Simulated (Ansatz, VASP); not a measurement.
Rb: VASP beside Ansatz

The input INCAR:

```
ALGO     = Fast           # electronic algorithm
EDIFF    = 1E-6           # SCF threshold, eV
ENCUT    = 520            # plane-wave cutoff, eV
GGA      = PS             # functional
ISIF     = 2              # what is computed and relaxed
ISMEAR   = 0              # smearing method
LASPH    = T              # aspherical terms in the spheres
LCHARG   = F              # write CHGCAR
LREAL    = F              # projectors in reciprocal space
LWAVE    = F              # write WAVECAR
NBANDS   = 10             # bands
NELM     = 60             # most SCF steps
PREC     = Accurate       # precision mode
SIGMA    = 0.15           # smearing width, eV
```

KPOINTS

```
k-points
0
Gamma
  12 12 12
```

File POSCAR:

```
Rb
1.0
   -2.8060000000      2.8060000000      2.7218200000
    2.8060000000     -2.8060000000      2.7218200000
    2.8060000000      2.8060000000     -2.7218200000
Rb
1
Direct
    0.0000000000      0.0000000000      0.0000000000
```

Input for Ansatz:

```yaml
crystal:
  lattice:
    - [-2.806, 2.806, 2.72182]
    - [2.806, -2.806, 2.72182]
    - [2.806, 2.806, -2.72182]
  atoms:
    - { symbol: Rb, position: [0.0, 0.0, 0.0] }
basis:
  ecutwfc: 420
kpoints:
  mp_grid: { grid: [12, 12, 12] }
hamiltonian:
  xc: pbesol
scf:
  occupations: { method: gaussian, width: 0.15 }
output:
  forces: true
  stress: true
  eigenvalues: true
```

Change from the starting cell: strain +0.000 along x and y, -0.030 along z, atoms carried along.

Alike in both runs: task single point; functional PBEsol; k mesh 12 × 12 × 12; occupations gaussian, width 0.15 eV; no spin polarisation.

|  | VASP | Ansatz |
| --- | --- | --- |
| version | VASP 6.6.1 | Ansatz 0.2.0 |
| potentials or method | VASP PAW PBE potentials, release 64 (Rb_sv), cutoff 520 eV | scalar-relativistic, plane waves, PAW |
| valence electrons in the cell | 9 | 9 |

```csv
,VASP,Ansatz,Ansatz less VASP
gap on the k mesh at the Fermi level (eV),none,none,-
pressure (GPa),0.0,0.0,0.00
```

VASP's potentials were made for PBE, not for PBEsol. A gap of «none» marks a metal or a gap that the smearing closes. The functional is the same, so the differences come from potentials, cutoffs and numerics.
